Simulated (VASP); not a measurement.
Here is a VASP 6.6.1 calculation.

Contents of INCAR:

```
SYSTEM = HgTe
PREC = Accurate
ENCUT = 520
EDIFF = 1E-7
ISMEAR = -1
SIGMA = 0.05
LREAL = .FALSE.
LASPH = .TRUE.
NELM = 80
ALGO = Normal
ISIF = 2
LWAVE = .FALSE.
LCHARG = .FALSE.
GGA = PS
NBANDS = 26
```

The input KPOINTS:

```
Automatic mesh
0
G
  6 6 5
  0 0 0
```

POSCAR

```
HgTe
1.0
    2.7315912469     -3.0125241818      0.0000000000
    2.7315912469      3.0125241818      0.0000000000
    0.0000000000      0.0000000000      4.9524653561
Hg Te
2 2
Direct
    0.6201423807      0.3798576193      0.2500000000
    0.3798576193      0.6201423807      0.7500000000
    0.1485673148      0.8514326852      0.2500000000
    0.8514326852      0.1485673148      0.7500000000
```

Potentials or basis: VASP PAW PBE potentials, release 64 (Hg, Te).

The run is started by

```console
$ cat potpaw_PBE.64/Hg/POTCAR potpaw_PBE.64/Te/POTCAR > POTCAR
$ mpirun -np 1 vasp_std > vasp.out
```

What does it give for the largest force?

0.039 eV/Å.

Predict the pressure.

30.8 GPa.

Predict the band gap on the k mesh.

zero (bands 18 and 19 overlap by 2.18 eV).

Forces in eV/Å, atoms in the order of the input:
```
Hg   0.000 -0.029  0.000
Hg   0.000  0.029  0.000
Te   0.000  0.039  0.000
Te   0.000 -0.039  0.000
```

Caveat: the cell stands under pressure; the PAW data sets were made with another functional, which shifts forces and pressure a little; spin-orbit coupling is left out, which moves the levels of the heavy elements.
